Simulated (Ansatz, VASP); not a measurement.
**Tl2Sn: VASP beside Ansatz**

Contents of POSCAR:

```
Tl2Sn
1.0
    5.3590160000      0.0000000000      0.0000000000
   -2.6795080000      4.6410480000      0.0000000000
    0.0000000000      0.0000000000      6.5648810000
Tl Sn
4 2
Direct
    0.3333000000      0.6667000000      0.7500000000
    0.6666000000      0.3333000000      0.2500000000
    0.0000000000      0.0000000000      0.0000000000
    0.0000000000      0.0000000000      0.5000000000
    0.3333000000      0.6667000000      0.2500000000
    0.6666000000      0.3333000000      0.7500000000
```

INCAR.step1

```
SYSTEM = Tl2Sn
PREC = Accurate
ENCUT = 520
ISMEAR = 1
SIGMA = 0.0259
LREAL = .False.
LASPH = .True.
NELM = 80
NBANDS = 49
GGA = PE
ALGO = Normal
EDIFF = 1E-4
LWAVE = .True.
LCHARG = .False.
```

File INCAR.step2:

```
SYSTEM = Tl2Sn
PREC = Accurate
ENCUT = 520
EDIFF = 1E-6
ISMEAR = 1
SIGMA = 0.0259
LREAL = .False.
LASPH = .True.
NELM = 80
ALGO = Normal
ISIF = 2
LWAVE = .False.
LCHARG = .True.
METAGGA = R2SCAN
LMIXTAU = .True.
LELF = .True.
LVHAR = .True.
NBANDS = 49
ISTART = 1
```

Contents of KPOINTS:

```
Automatic mesh
0
Gamma
  4 4 3
  0 0 0
```

Input for Ansatz:

```yaml
crystal:
  lattice:
    - [5.359016, 0.0, 0.0]
    - [-2.679508, 4.641048, 0.0]
    - [0.0, 0.0, 6.564881]
  atoms:
    - { symbol: Tl, position: [0.3333, 0.6667, 0.75] }
    - { symbol: Tl, position: [0.6666, 0.3333, 0.25] }
    - { symbol: Sn, position: [0.3333, 0.6667, 0.25] }
    - { symbol: Sn, position: [0.6666, 0.3333, 0.75] }
    - { symbol: Tl, position: [0.0, 0.0, 0.0] }
    - { symbol: Tl, position: [0.0, 0.0, 0.5] }
  symmetry: { tolerance: 0.0003 }
kpoints:
  mp_grid: { grid: [4, 4, 3], shift: [0, 0, 0] }
magnetization:
  spin_polarized: false
scf:
  occupations: { method: methfessel_paxton, width: 0.0259 }
hamiltonian:
  pseudopotentials: { kind: paw }
  xc: r2scan
basis:
  ecutwfc: 500
output:
  forces: true
  stress: true
  eigenvalues: true
```

Alike in both runs: task single point; functional r2SCAN; k mesh 4 × 4 × 3; occupations methfessel-paxton of order 1, width 0.0259 eV; no spin polarisation.

```csv
,VASP,Ansatz
version,VASP 6.6.1,Ansatz 0.2.0
potentials or method,"VASP PAW PBE potentials, release 64 (Tl_d, Sn_d), cutoff 520 eV",PAW plane waves
valence electrons in the cell,80,80
```

```tsv
	VASP	Ansatz	Ansatz less VASP
gap on the k mesh at the Fermi level (eV)	none	none	-
pressure (GPa)	4.2	4.2	+0.02
```

VASP's potentials were made for PBE, not for r2SCAN. A gap of «none» marks a metal or a gap that the smearing closes. Ansatz's warnings: structure snapped to symmetry.

Spin-orbit coupling is off throughout.
